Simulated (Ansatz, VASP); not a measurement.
One calculation of Al, two programs

```
Al
1.0
     2.81246    0.00000    0.00000
    -1.40623    2.43566    0.00000
     0.00000    0.00000    4.86685
Al
2
Cartesian
  0.8062 1.4119 3.6501
  0.0000 1.6238 1.2167
```

Alike in both runs: task single point; functional PBEsol; dispersion D3(BJ); k mesh 18 × 18 × 10; occupations gaussian, width 0.15 eV; no spin polarisation.

|  | VASP | Ansatz |
| --- | --- | --- |
| version | VASP 6.6.1 | Ansatz 0.2.0 |
| potentials or method | VASP PAW PBE potentials, release 64 (Al), cutoff 520 eV | scalar-relativistic, plane waves, PAW |
| valence electrons in the cell | 6 | 6 |

Ansatz gave:

```
gap on the k mesh at the Fermi level (eV)                     : none
pressure (GPa)                                                : 0.9
traceless stress, the component that is largest in VASP (GPa) : 7.04
rms of the force components (eV/Å)                            : 0.431
```

**Question.** What did VASP give for the same quantities?

**Answer.** gap on the k mesh at the Fermi level (eV): none; pressure (GPa): 0.9; traceless stress, the component that is largest in VASP (GPa): 7.07; rms of the force components (eV/Å): 0.433.

VASP's potentials were made for PBE, not for PBEsol. Atom by atom the forces differ by 0.003 eV/Å (rms over components). A gap of «none» marks a metal or a gap that the smearing closes.
